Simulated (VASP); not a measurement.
# TiO2 (I4_1/amd) in VASP: further runs, part 3 of 3

VASP 6.6.1.

### Step 6. Single point, PBE+U

This run uses another cell than the first one, of the same volume but with other edges.

File INCAR:

```
PREC     = Accurate       # precision mode
ENCUT    = 520            # plane-wave cutoff, eV
EDIFF    = 1E-7           # SCF threshold, eV
ISMEAR   = 0              # smearing method
SIGMA    = 0.05           # smearing width, eV
LREAL    = F              # projectors in reciprocal space
LASPH    = T              # aspherical terms in the spheres
NELM     = 150            # most SCF steps
ALGO     = Normal         # electronic algorithm
ISIF     = 2              # what is computed and relaxed
LWAVE    = F              # write WAVECAR
LCHARG   = F              # write CHGCAR
LMAXMIX  = 4              # l up to which the mixer works
LDAU     = T              # DFT+U
LDAUTYPE = 2            
LDAUL    = 2 -1           # shell
LDAUU    = 4 0            # U, eV
LDAUJ    = 0 0          
LDAUPRINT= 1            
GGA      = PE             # functional
NBANDS   = 33             # bands
```

File KPOINTS:

```
Automatic mesh
0
Gamma
  8 8 8
```

File POSCAR:

```
TiO2
1.0
   -2.0560227262      2.0560227262      4.2140241797
    2.0560227262     -2.0560227262      4.2140241797
    2.0560227262      2.0560227262     -4.2140241797
Ti O
2 4
Direct
    0.0000000000      0.0000000000      0.0000000000
    0.7500000000      0.2500000000      0.5000000000
    0.2103403591      0.2103403591      0.0000000000
    0.9603403591      0.4603403591      0.5000000000
    0.5396596409      0.0396596409      0.5000000000
    0.7896596409      0.7896596409      0.0000000000
```

Potentials or basis: VASP PAW PBE potentials, release 64 (Ti_sv, O).

On the command line:

```console
$ cat potpaw_PBE.64/Ti_sv/POTCAR potpaw_PBE.64/O/POTCAR > POTCAR
$ mpirun -np 1 vasp_std > vasp.out
```

OUTCAR:

```text
PREC = Accurate
   ENCUT = 520
   EDIFF = 1E-7
   ISMEAR = 0
   LREAL = F
   LASPH = T
   NELM = 150
   ISIF = 2
   GGA = PE

 ion  position               nearest neighbor table
   1  0.000  0.000  0.000-   3 1.77   6 1.77   4 2.08   5 2.08   5 2.08   4 2.08
   2  0.750  0.250  0.500-   4 1.77   5 1.77   6 2.08   3 2.08   6 2.08   3 2.08
   3  0.210  0.210  0.000-   1 1.77   2 2.08   2 2.08
   4  0.960  0.460  0.500-   2 1.77   1 2.08   1 2.08
   5  0.540  0.040  0.500-   2 1.77   1 2.08   1 2.08
   6  0.790  0.790  0.000-   1 1.77   2 2.08   2 2.08

  LATTYP: Found a body centered tetragonal cell.
 ALAT       =     4.1120454524
 C/A-ratio  =     2.0496000000

  Lattice vectors:

 A1 = (  -2.0560227262,   2.0560227262,   4.2140241797)
 A2 = (   2.0560227262,  -2.0560227262,   4.2140241797)
 A3 = (   2.0560227262,   2.0560227262,  -4.2140241797)

Analysis of symmetry for initial positions (statically):
=====================================================================
 Subroutine PRICEL returns:
 Original cell was already a primitive cell.

 Routine SETGRP: Setting up the symmetry group for a
 body centered tetragonal supercell.

 Subroutine GETGRP returns: Found 16 space group operations
 (whereof  8 operations were pure point group operations)
 out of a pool of 16 trial point group operations.

The static configuration has the point symmetry D_2d.
 The point group associated with its full space group is D_4h.

Analysis of symmetry for dynamics (positions and initial velocities):
=====================================================================
 Subroutine PRICEL returns:
 Original cell was already a primitive cell.

 Routine SETGRP: Setting up the symmetry group for a
 body centered tetragonal supercell.

 Subroutine GETGRP returns: Found 16 space group operations
 (whereof  8 operations were pure point group operations)
 out of a pool of 16 trial point group operations.

The dynamic configuration has the point symmetry D_2d.
 The point group associated with its full space group is D_4h.

 Subroutine INISYM returns: Found 16 space group operations
 (whereof  8 operations are pure point group operations),
 and found     1 'primitive' translations

----------------------------------------------------------------------------------------

                                     Primitive cell

  volume of cell :      71.2546

  direct lattice vectors                    reciprocal lattice vectors
    -2.056022726  2.056022726  4.214024180     0.000000000  0.243187973  0.118651431
[... 161 lines left out ...]
  o =  0.1327  v =  0.0000 -0.8360  0.0000  0.5487 -0.0000  0.0000  0.0000  0.0000  0.0000  0.0000      0.0000  0.0000  0.0000  0.0000  0.0000  0.0000  0.0000  0.0000  0.0000  0.0000
  o =  0.1327  v =  0.0000  0.0000  0.0000  0.0000  0.0000  0.0000 -0.8360  0.0000  0.5487 -0.0000      0.0000  0.0000  0.0000  0.0000  0.0000  0.0000  0.0000  0.0000  0.0000  0.0000
  o =  0.1327  v =  0.0000 -0.5487  0.0000 -0.8360  0.0000  0.0000  0.0000  0.0000  0.0000  0.0000      0.0000  0.0000  0.0000  0.0000  0.0000  0.0000  0.0000  0.0000  0.0000  0.0000
  o =  0.1327  v =  0.0000  0.0000  0.0000  0.0000  0.0000  0.0000 -0.5487  0.0000 -0.8360  0.0000      0.0000  0.0000  0.0000  0.0000  0.0000  0.0000  0.0000  0.0000  0.0000  0.0000
  o =  0.1766  v =  0.0000 -0.0000 -0.0000  0.0000  1.0000  0.0000  0.0000  0.0000  0.0000  0.0000      0.0000  0.0000  0.0000  0.0000  0.0000  0.0000  0.0000  0.0000  0.0000  0.0000
  o =  0.1766  v =  0.0000  0.0000  0.0000  0.0000  0.0000  0.0000 -0.0000 -0.0000  0.0000  1.0000      0.0000  0.0000  0.0000  0.0000  0.0000  0.0000  0.0000  0.0000  0.0000  0.0000
  o =  0.3469  v =  0.0000  0.0000  1.0000 -0.0000  0.0000  0.0000  0.0000  0.0000  0.0000  0.0000      0.0000  0.0000  0.0000  0.0000  0.0000  0.0000  0.0000  0.0000  0.0000  0.0000
  o =  0.3469  v =  0.0000  0.0000  0.0000  0.0000  0.0000  0.0000  0.0000  1.0000 -0.0000  0.0000      0.0000  0.0000  0.0000  0.0000  0.0000  0.0000  0.0000  0.0000  0.0000  0.0000

atom =   2  type =  1  l = 2

 onsite density matrix

spin component  1

  0.0655  0.0000  0.0000 -0.0000  0.0000
  0.0000  0.1327 -0.0000  0.0000 -0.0000
  0.0000 -0.0000  0.3469  0.0000  0.0000
 -0.0000  0.0000  0.0000  0.1327 -0.0000
  0.0000 -0.0000  0.0000 -0.0000  0.1766

spin component  2

  0.0655  0.0000  0.0000 -0.0000  0.0000
  0.0000  0.1327 -0.0000  0.0000 -0.0000
  0.0000 -0.0000  0.3469  0.0000  0.0000
 -0.0000  0.0000  0.0000  0.1327 -0.0000
  0.0000 -0.0000  0.0000 -0.0000  0.1766

 occupancies and eigenvectors

  o =  0.0655  v =  1.0000  0.0000  0.0000  0.0000  0.0000  0.0000  0.0000  0.0000  0.0000  0.0000      0.0000  0.0000  0.0000  0.0000  0.0000  0.0000  0.0000  0.0000  0.0000  0.0000
  o =  0.0655  v =  0.0000  0.0000  0.0000  0.0000  0.0000  1.0000  0.0000  0.0000  0.0000  0.0000      0.0000  0.0000  0.0000  0.0000  0.0000  0.0000  0.0000  0.0000  0.0000  0.0000
  o =  0.1327  v =  0.0000  0.8896 -0.0000  0.4568  0.0000  0.0000  0.0000  0.0000  0.0000  0.0000      0.0000  0.0000  0.0000  0.0000  0.0000  0.0000  0.0000  0.0000  0.0000  0.0000
  o =  0.1327  v =  0.0000  0.0000  0.0000  0.0000  0.0000  0.0000  0.8896 -0.0000  0.4568  0.0000      0.0000  0.0000  0.0000  0.0000  0.0000  0.0000  0.0000  0.0000  0.0000  0.0000
  o =  0.1327  v =  0.0000 -0.4568  0.0000  0.8896 -0.0000  0.0000  0.0000  0.0000  0.0000  0.0000      0.0000  0.0000  0.0000  0.0000  0.0000  0.0000  0.0000  0.0000  0.0000  0.0000
  o =  0.1327  v =  0.0000  0.0000  0.0000  0.0000  0.0000  0.0000 -0.4568  0.0000  0.8896 -0.0000      0.0000  0.0000  0.0000  0.0000  0.0000  0.0000  0.0000  0.0000  0.0000  0.0000
  o =  0.1766  v =  0.0000 -0.0000 -0.0000  0.0000  1.0000  0.0000  0.0000  0.0000  0.0000  0.0000      0.0000  0.0000  0.0000  0.0000  0.0000  0.0000  0.0000  0.0000  0.0000  0.0000
  o =  0.1766  v =  0.0000  0.0000  0.0000  0.0000  0.0000  0.0000 -0.0000 -0.0000  0.0000  1.0000      0.0000  0.0000  0.0000  0.0000  0.0000  0.0000  0.0000  0.0000  0.0000  0.0000
  o =  0.3469  v =  0.0000  0.0000  0.0000  0.0000  0.0000  0.0000 -0.0000 -1.0000 -0.0000 -0.0000      0.0000  0.0000  0.0000  0.0000  0.0000  0.0000  0.0000  0.0000  0.0000  0.0000
  o =  0.3469  v =  0.0000 -0.0000 -1.0000 -0.0000 -0.0000  0.0000  0.0000  0.0000  0.0000  0.0000      0.0000  0.0000  0.0000  0.0000  0.0000  0.0000  0.0000  0.0000  0.0000  0.0000

 number of electron      47.9999996 magnetization

 Free energy of the ion-electron system (eV)
  ---------------------------------------------------
  ext. energy  EPLUGINS =         0.00000000
  ---------------------------------------------------
  free energy    TOTEN  =       -46.72182999 eV

  energy without entropy =      -46.72182999  energy(sigma->0) =      -46.72182999

 E-fermi :   3.3215     XC(G=0): -10.4796

 val. band max:        2.9423063685   @ k =  -0.3750   0.3750   0.0000
 cond. band min:       5.5227702251   @ k =   0.0000   0.0000   0.0000
 fundamental gap:      2.5804638566
 Fermi energy:         3.3214915287

 k-point     1 :       0.0000    0.0000    0.0000
  band No.  band energies     occupation
      1     -54.2137      2.00000
      2     -54.1301      2.00000
      3     -30.7344      2.00000
      4     -30.4387      2.00000
      5     -30.4387      2.00000
      6     -30.3383      2.00000
[... 853 lines left out ...]
     32       9.3696      0.00000
     33      10.4759      0.00000

 [... further k-points ...]
[... 5 lines left out ...]
  --------------------------------------------------------------------------------------
  -------------------------------------------------------------------------------------
  Total       -3.3868612     -3.3868612     29.4102767      0.0000000      0.0000000      0.0000000
  in kB      -76.1544254    -76.1544254    661.2974641      0.0000000      0.0000000      0.0000000
  external PRESSURE =     169.6628711 kB  Pullay stress =       0.0000000 kB

 VOLUME and BASIS-vectors are now :
 -----------------------------------------------------------------------------
  energy-cutoff  :      520.00
  volume of cell :       71.25
      direct lattice vectors                 reciprocal lattice vectors
    -2.056022726  2.056022726  4.214024180     0.000000000  0.243187973  0.118651431
     2.056022726 -2.056022726  4.214024180     0.243187973  0.000000000  0.118651431
     2.056022726  2.056022726 -4.214024180     0.243187973  0.243187973  0.000000000

 POSITION                                       TOTAL-FORCE (eV/Angst)
 -----------------------------------------------------------------------------------
      0.00000      0.00000      0.00000        -0.000000     -0.000000     -0.000000
      0.00000      2.05602      2.10701        -0.000000     -0.000000     -0.000000
      0.00000      0.00000      1.77276         0.000000      0.000000      3.812615
      0.00000      2.05602      3.87977         0.000000      0.000000      3.812615
      0.00000      2.05602      0.33425        -0.000000     -0.000000     -3.812615
      0.00000      0.00000      6.65529         0.000000      0.000000     -3.812615
 -----------------------------------------------------------------------------------
    total drift:                                0.000000     -0.000000     -0.000000

  FREE ENERGIE OF THE ION-ELECTRON SYSTEM (eV)
  ---------------------------------------------------
  free  energy   TOTEN  =       -46.7218299901 eV

  energy  without entropy=      -46.7218299901  energy(sigma->0) =      -46.72182999
```

It took 5.7 min on 1 thread of Intel Xeon 8259CL, shared host; peak memory 0.3 GiB.

Results:

* Free energy: -46.7218 eV
* Pressure: 17.0 GPa
* Largest force: 3.813 eV/Å
* Band gap on the k mesh: 2.58 eV (least direct gap 2.61 eV)

Forces on the atoms (eV/Å):
```
Ti   0.000  0.000  0.000
Ti   0.000  0.000  0.000
O    0.000  0.000  3.813
O    0.000  0.000  3.813
O    0.000  0.000 -3.813
O    0.000  0.000 -3.813
```

Eigenvalues of the final occupation matrices:
```
    site  spin  trace               eigenvalues
site 1 d     1   0.85  0.07 0.13 0.13 0.18 0.35
site 1 d     2   0.85  0.07 0.13 0.13 0.18 0.35
site 2 d     1   0.85  0.07 0.13 0.13 0.18 0.35
site 2 d     2   0.85  0.07 0.13 0.13 0.18 0.35
```

Caveat: the cell stands under pressure; forces of over 1 eV/Å act on the atoms, so gaps and moduli don't describe the material at rest. A k mesh can miss the band edges.

### Step 7. Summary

| cell | gap on the mesh (eV) | pressure (GPa) | largest force (eV/Å) |
| --- | --- | --- | --- |
| a = 5.426 Å, angles 137.8, 137.8, 61.2°, 6 atoms, atomic positions A | 2.50 | 2.5 | 0.28 |
| a = 6.078 Å, angles 145.6, 145.6, 49.4°, 6 atoms, atomic positions A | 2.77 | 14.9 | 1.87 |
| a = 5.748 Å, angles 142.1, 142.1, 54.7°, 6 atoms, atomic positions B | 2.18 | 5.2 | 1.79 |
| a = 5.748 Å, angles 142.1, 142.1, 54.7°, 6 atoms, atomic positions C | 2.90 | 6.2 | 0.17 |
| a = 5.120 Å, angles 132.6, 132.6, 69.2°, 6 atoms, atomic positions A | 2.58 | 17.0 | 3.81 |

Alike in all rows: task single point; level PBE+U; potentials or basis VASP PAW PBE potentials, release 64 (Ti_sv, O); no spin polarisation; Ti d U = 4.0 eV; k mesh 8 × 8 × 8; cutoff (eV) 520; smearing gaussian 0.05 eV.

Caveats: the cell stands under pressure (at least some runs); forces of over 1 eV/Å act on the atoms, so gaps and moduli don't describe the material at rest (at least some runs).

Absolute energies hang on the potentials; compare differences alone.
